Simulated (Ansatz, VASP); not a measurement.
**One calculation of TiC, two programs**

```xyz
2
Lattice="0.0000 2.1640 2.1640 2.1640 0.0000 2.1640 2.1640 2.1640 0.0000" Properties=species:S:1:pos:R:3 pbc="T T T"
Ti    0.0000    0.0000   -0.1000
C     2.1640    2.1640    2.1640
```

Alike in both runs: task single point; functional PBEsol; k mesh 18 × 18 × 18; occupations gaussian, width 0.15 eV; no spin polarisation.

```csv
,VASP,Ansatz
version,VASP 6.6.1,Ansatz 0.2.0
potentials or method,"VASP PAW PBE potentials, release 64 (Ti_sv, C), cutoff 520 eV","scalar-relativistic, plane waves, PAW"
valence electrons in the cell,16,16
```

```csv
,VASP,Ansatz,Ansatz less VASP
gap on the k mesh at the Fermi level (eV),none,none,-
pressure (GPa),-4.7,-5.0,-0.26
"traceless stress, the component that is largest in VASP (GPa)",1.84,1.82,-0.015
rms of the force components (eV/Å),0.528,0.526,-0.0014
```

VASP's potentials were made for PBE, not for PBEsol. Atom by atom the forces differ by 0.001 eV/Å (rms over components). A gap of «none» marks a metal or a gap that the smearing closes. With one functional, cell and mesh, what is left measures potentials, basis and numerics.
